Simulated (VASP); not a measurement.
BN:

```xyz
4
Lattice="2.6203 0.0000 0.0000 -1.3101 2.2692 0.0000 0.0000 0.0000 4.3340" Properties=species:S:1:pos:R:3 pbc="T T T"
B     0.0000    1.5128   -0.0008
B     1.3101    0.7564    2.1662
N     0.0000    1.5128    1.6261
N     1.3101    0.7564    3.7931
```

This cell differs from its parent crystal: strain +3.0%.

Base run:

| Item | Value |
| --- | --- |
| Program | VASP 6.6.1 |
| Functional | PBE |
| Potentials or basis | VASP PAW PBE potentials, release 64 (B, N) |
| Cutoff | 520 eV |
| k mesh | 12 × 12 × 6 |
| Occupations | fermi-dirac, width 0.02 eV |
| Spin | no spin polarisation |

Its results: band gap on the k mesh 5.36 eV (least direct gap 7.86 eV); pressure -24.6 GPa.

Problem. The run is repeated on the same cell with these changes: functional from PBE to r2SCAN; occupations from fermi-dirac, width 0.02 eV to gaussian, width 0.01 eV. What comes out?

Solution. Band gap on the k mesh 5.87 eV (least direct gap 8.52 eV); pressure -28.7 GPa.

Caveats: the cell stands under tension; the PAW data sets were made with another functional, which shifts forces and pressure a little (at least some runs).

A k mesh can miss the band edges.
